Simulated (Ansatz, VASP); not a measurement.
## Two plane-wave programs on Ti

```
Ti
1.0
    -1.74371    1.74371    1.36010
     1.74371   -1.74371    1.36010
     1.74371    1.74371   -1.36010
Ti
1
Direct
  0.00000 0.00000 0.00000
```

Alike in both runs: task single point; functional PBEsol; k mesh 28 × 28 × 28; occupations gaussian, width 0.15 eV; no spin polarisation.

```csv
,VASP,Ansatz
version,VASP 6.6.1,Ansatz 0.2.0
potentials or method,"VASP PAW PBE potentials, release 64 (Ti_sv), cutoff 520 eV","scalar-relativistic, plane waves, PAW"
valence electrons in the cell,12,12
```

Ansatz gave:

```
gap on the k mesh at the Fermi level (eV)                     : none
pressure (GPa)                                                : -0.1
traceless stress, the component that is largest in VASP (GPa) : 4.54
```

Problem. Which values does VASP return?

Solution. gap on the k mesh at the Fermi level (eV): none; pressure (GPa): -0.4; traceless stress, the component that is largest in VASP (GPa): 4.47.

VASP's potentials were made for PBE, not for PBEsol. A gap of «none» marks a metal or a gap that the smearing closes. The functional is the same, so the differences come from potentials, cutoffs and numerics.
